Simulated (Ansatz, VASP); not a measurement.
# One calculation of Ga, two programs

```
CELL_PARAMETERS angstrom
2.23185 -3.79323 0.00000
2.23185 3.79323 0.00000
0.00000 0.00000 4.53464
ATOMIC_POSITIONS crystal
Ga 0.84423 0.15577 0.08558
Ga 0.65577 0.34423 0.58558
Ga 0.15577 0.84423 0.91442
Ga 0.34423 0.65577 0.41442
```

Alike in both runs: task single point; functional r2SCAN; k mesh 8 × 8 × 7; occupations gaussian, width 0.3 eV; no spin polarisation.

|  | VASP | Ansatz |
| --- | --- | --- |
| version | VASP 6.6.1 | Ansatz 0.2.0 |
| potentials or method | VASP PAW PBE potentials, release 64 (Ga_d), cutoff 520 eV | plane waves (500 eV) with PAW, scalar-relativistic |
| valence electrons in the cell | 52 | 52 |

|  | VASP | Ansatz | Ansatz less VASP |
| --- | --- | --- | --- |
| pressure (GPa) | 0.2 | 0.0 | -0.15 |
| traceless stress, the component that is largest in VASP (GPa) | -0.12 | -0.06 | +0.062 |

VASP's potentials were made for PBE, not for r2SCAN. With one functional, cell and mesh, what is left measures potentials, basis and numerics.
